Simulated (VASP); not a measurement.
Al: single point with PBE

Crystal: Al.

```
Al
1.0
     0.00000    2.01967    2.01967
     2.01967    0.00000    2.01967
     2.01967    2.01967    0.00000
Al
1
Direct
  0.00000 0.00000 0.00000
```

```
Program                : VASP 6.6.1
Task                   : single point
Functional             : PBE
Potentials or basis    : VASP PAW PBE potentials, release 64 (Al)
Cutoff                 : 520 eV
k mesh                 : 24 × 24 × 24
Occupations            : gaussian, width 0.1 eV
Spin                   : no spin polarisation
Dipole correction      : no
Further INCAR settings : ALGO = Normal; EDIFF = 1e-07; NBANDS = 8
```

```
Pressure               : 0.0 GPa
Band gap on the k mesh : zero (an odd number of electrons rules out a gap without spin polarisation)
```

Levels at points of the mesh, in eV from the Fermi level:
```
           k point  band 1  band 2  band 3  band 4  band 5  band 6
(0.00, 0.00, 0.00)  -11.15   12.62   12.62   12.62   14.12   14.12
(0.50, 0.00, 0.00)   -4.61   -4.39   11.42   11.42   11.46   11.46
(0.50, 0.50, 0.00)   -2.94   -1.61    5.25    5.59    5.59    9.07
```

Wall time 52 s on 1 thread of Intel Xeon 8259CL, on a shared host, peak memory 0.17 GiB.
